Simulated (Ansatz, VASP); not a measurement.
## Two plane-wave programs on Ta

File INCAR:

```
SYSTEM = Ta
ALGO = Normal ; EDIFF = 1E-6
ENCUT = 520 ; GGA = PE
ISIF = 2 ; ISMEAR = 0
LASPH = .TRUE. ; LCHARG = .FALSE.
LREAL = .FALSE. ; LWAVE = .FALSE.
NBANDS = 12 ; NELM = 80
PREC = Accurate ; SIGMA = 0.15
```

Contents of KPOINTS:

```
k-points
0
G
  20 20 20
  0 0 0
```

Contents of POSCAR:

```
Ta
1.0
   -1.6813120420      1.6813120420      1.6813120420
    1.6813120420     -1.6813120420      1.6813120420
    1.6813120420      1.6813120420     -1.6813120420
Ta
1
Direct
    0.0000000000      0.0000000000      0.0000000000
```

Input for Ansatz:

```yaml
crystal:
  lattice:
    - [-1.681312042, 1.681312042, 1.681312042]
    - [1.681312042, -1.681312042, 1.681312042]
    - [1.681312042, 1.681312042, -1.681312042]
  atoms:
    - { symbol: Ta, position: [0.0, 0.0, 0.0] }
basis:
  ecutwfc: 420
kpoints:
  mp_grid: { grid: [20, 20, 20] }
hamiltonian:
  xc: pbe
  pseudopotentials: { kind: paw, azcp: { folder: soft_1 } }
scf:
  occupations: { method: gaussian, width: 0.15 }
output:
  forces: true
  stress: true
  eigenvalues: true
```

Alike in both runs: task single point; functional PBE; k mesh 20 × 20 × 20; occupations gaussian, width 0.15 eV; no spin polarisation.

|  | VASP | Ansatz |
| --- | --- | --- |
| version | VASP 6.6.1 | Ansatz 0.2.0 |
| potentials or method | VASP PAW PBE potentials, release 64 (Ta_pv), cutoff 520 eV | scalar-relativistic, plane waves, PAW |
| valence electrons in the cell | 11 | 13 |

|  | VASP | Ansatz | Ansatz less VASP |
| --- | --- | --- | --- |
| gap on the k mesh at the Fermi level (eV) | none | none | - |
| pressure (GPa) | -7.0 | -7.0 | -0.01 |

A gap of «none» marks a metal or a gap that the smearing closes. With one functional, cell and mesh, what is left measures potentials, basis and numerics. VASP's potentials hold 11 valence electrons a cell and Ansatz's 13, so a difference there can come from the potentials and not from the codes.

Spin-orbit coupling is off throughout.
